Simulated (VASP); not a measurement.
A run of VASP 6.6.1 is set up as follows.

File INCAR:

```
PREC     = Accurate       # precision mode
ENCUT    = 600            # plane-wave cutoff, eV
EDIFF    = 1E-6           # SCF threshold, eV
ISMEAR   = 0              # smearing method
SIGMA    = 0.1            # smearing width, eV
LREAL    = F              # projectors in reciprocal space
LASPH    = T              # aspherical terms in the spheres
NELM     = 100            # most SCF steps
ALGO     = Normal         # electronic algorithm
ISIF     = 3              # what is computed and relaxed
LWAVE    = F              # write WAVECAR
LCHARG   = F              # write CHGCAR
GGA      = PE             # functional
IBRION   = 2              # ionic algorithm
NSW      = 100            # ionic steps
EDIFFG   = -0.01          # ionic threshold
```

The input KPOINTS:

```
regular mesh
0
Gamma
  10 10 10
```

POSCAR

```
B7Se
1.0
    4.2040554775      0.0000000000      0.0000000000
    0.0000000000      4.2040554775      0.0000000000
    0.0000000000      0.0000000000      4.2040554775
B Se
7 1
Direct
    0.2985270949      0.2985270949      0.2985270949
    0.0000000000      0.5000000000      0.5000000000
    0.5000000000      0.5000000000      0.0000000000
    0.5000000000      0.0000000000      0.5000000000
    0.7014729051      0.2985270949      0.7014729051
    0.7014729051      0.7014729051      0.2985270949
    0.2985270949      0.7014729051      0.7014729051
    0.0000000000      0.0000000000      0.0000000000
```

Potentials or basis: VASP PAW PBE potentials, release 64 (B, Se).

Run with:

```sh
$ cat potpaw_PBE.64/B/POTCAR potpaw_PBE.64/Se/POTCAR > POTCAR
$ mpirun -np 1 vasp_std > vasp.out
```

Q: Estimate the space group after relaxing (to 0.05 Å).

A: P-43m (No. 215).

Q: Estimate the relaxed volume.

A: 9.26 Å³/atom.

Step by step:
```csv
step,energy change (eV),largest force (eV/Å),pressure (GPa),volume (Å³)
1,0.0000,0.1371,-0.48,74.30
2,-0.0034,0.0918,0.11,74.00
3,-0.0045,0.0477,0.69,73.72
4,-0.0056,0.0055,-0.10,74.04
```
